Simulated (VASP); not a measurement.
Set up this calculation in VASP 6.6.1, as the native input.

```yaml
Task: single point
Functional: r2SCAN
Potentials_or_basis: VASP PAW PBE potentials, release 64 (Al, As)
Cutoff: 550 eV
k_mesh: 7 × 7 × 7
Occupations: gaussian, width 0.01 eV
Spin: no spin polarisation
Dipole_correction: no
Further_INCAR_settings: ALGO = Normal; EDIFF = 1e-06; NBANDS = 11
```

The system is AlAs.

```
Al As
1.0
     0.00000    2.83790    2.83790
     2.83790    0.00000    2.83790
     2.83790    2.83790    0.00000
Al As
1 1
Cartesian
  0.0000 0.0000 0.0000
  4.2569 4.2569 4.2569
```

One way to write it, as run:

POSCAR

```
AlAs
1.0
    0.0000000000      2.8379010000      2.8379010000
    2.8379010000      0.0000000000      2.8379010000
    2.8379010000      2.8379010000      0.0000000000
Al As
1 1
Direct
    0.0000000000      0.0000000000      0.0000000000
    0.7500000000      0.7500000000      0.7500000000
```

INCAR.step1

```
  PREC = Accurate
  ENCUT = 550
  ISMEAR = 0
  SIGMA = 0.01
  LREAL = False
  LASPH = True
  NELM = 120
  NBANDS = 11
  GGA = PE
  ALGO = Normal
  EDIFF = 1E-5
  LWAVE = True
  LCHARG = False
  GGA_COMPAT = False
```

INCAR.step2

```
  PREC = Accurate
  ENCUT = 550
  EDIFF = 1E-6
  ISMEAR = 0
  SIGMA = 0.01
  LREAL = False
  LASPH = True
  NELM = 120
  ALGO = Normal
  ISIF = 2
  LWAVE = False
  LCHARG = True
  METAGGA = R2SCAN
  LMIXTAU = True
  LELF = True
  LVHAR = True
  NBANDS = 11
  ISTART = 1
  GGA_COMPAT = False
```

KPOINTS

```
Automatic mesh
0
Gamma
  7 7 7
```

Potentials or basis: VASP PAW PBE potentials, release 64 (Al, As).

Command:

```console
$ cat potpaw_PBE.64/Al/POTCAR potpaw_PBE.64/As/POTCAR > POTCAR
$ cp INCAR.step1 INCAR
$ mpirun -np 1 vasp_std > vasp.out
$ cp INCAR.step2 INCAR
$ mpirun -np 1 vasp_std > vasp.out
```

It gave:

The pressure is 0.0 GPa. The band gap on the k mesh is 1.92 eV, indirect (least direct gap 2.64 eV).

Caveat: the PAW data sets were made with another functional, which shifts forces and pressure a little.

It took 30 s on 1 thread of AMD EPYC 9R45 96-Core Processor (Zen 5), on a shared host, peak memory 0.15 GiB.
